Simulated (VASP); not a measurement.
Runs of VASP 6.6.1 on TaN. The structure is that of space group P-6m2 (No. 187), or close to it. The cells are those of the table. 

| cell | gap on the mesh (eV) | pressure (GPa) |
| --- | --- | --- |
| a = 2.981, b = 2.981, c = 2.923 Å, angles 90.0, 90.0, 120.0°, 2 atoms | none | (a) |
| a = 2.820, b = 2.820, c = 2.792 Å, angles 90.0, 90.0, 120.0°, 2 atoms | none | 57.0 |
| a = 3.051, b = 3.051, c = 2.980 Å, angles 90.0, 90.0, 120.0°, 2 atoms | none | -26.3 |
| a = 3.012, b = 3.012, c = 2.948 Å, angles 90.0, 90.0, 120.0°, 2 atoms | none | -17.4 |

Alike in all rows: task single point; level PBE; potentials or basis VASP PAW PBE potentials, release 64 (Ta_sv_GW, N); no spin polarisation; k mesh 18 × 18 × 14; cutoff (eV) 700; smearing gaussian 0.1 eV.

Q: Fill in the values left out.

A: (a) -9.5.

Caveats: spin-orbit coupling is left out, which moves the levels of the heavy elements; the cell stands under tension (at least some runs); the cell stands under pressure (at least some runs).

A k mesh can miss the band edges, and the runs leave out spin-orbit coupling on Ta.

A gap of «none» marks levels without a gap at the run's occupations.
